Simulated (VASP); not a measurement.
Write the native input for VASP 6.6.1 that does the following.

* Task: single point
* Functional: PBE
* Potentials or basis: VASP PAW PBE potentials, release 64 (Fe)
* Cutoff: 520 eV
* k mesh: 20 × 20 × 20
* Occupations: gaussian, width 0.1 eV
* Spin: collinear spin, ferromagnetic start
* Starting moments: [2.44] μB
* Dipole correction: no
* Further INCAR settings: ALGO = Normal; EDIFF = 1e-06; NBANDS = 14

The structure of Fe lies in POSCAR:

```
Fe
1.0
   -1.4614916802      1.4614916802      1.4614916802
    1.4614916802     -1.4614916802      1.4614916802
    1.4614916802      1.4614916802     -1.4614916802
Fe
1
Direct
    0.0000000000      0.0000000000      0.0000000000
```

This cell differs from its parent crystal: volume scaled by 1.10.

These files were run (other wordings do the same):

INCAR

```
  ALGO = Normal
  EDIFF = 1E-6
  ENCUT = 520
  GGA = PE
  ISIF = 2
  ISMEAR = 0
  ISPIN = 2
  LASPH = True
  LCHARG = False
  LMAXMIX = 4
  LORBIT = 11
  LREAL = False
  LWAVE = False
  MAGMOM = 2.44
  NBANDS = 14
  NELM = 150
  PREC = Accurate
  SIGMA = 0.1
```

KPOINTS

```
k-points
0
Gamma
  20 20 20
```

Potentials or basis: VASP PAW PBE potentials, release 64 (Fe).

Command:

```bash
$ cat potpaw_PBE.64/Fe/POTCAR > POTCAR
$ mpirun -np 1 vasp_std > vasp.out
```

Results of the run:

The pressure is -13.3 GPa. The net moment is 2.39 μB per cell, the site moments are Fe +2.40 μB and the valence electrons inside the program's atomic spheres are Fe 7.09.

Wall time 48 s on 1 thread of AMD EPYC 9R45 96-Core Processor (Zen 5), on a shared host, peak memory 0.15 GiB.
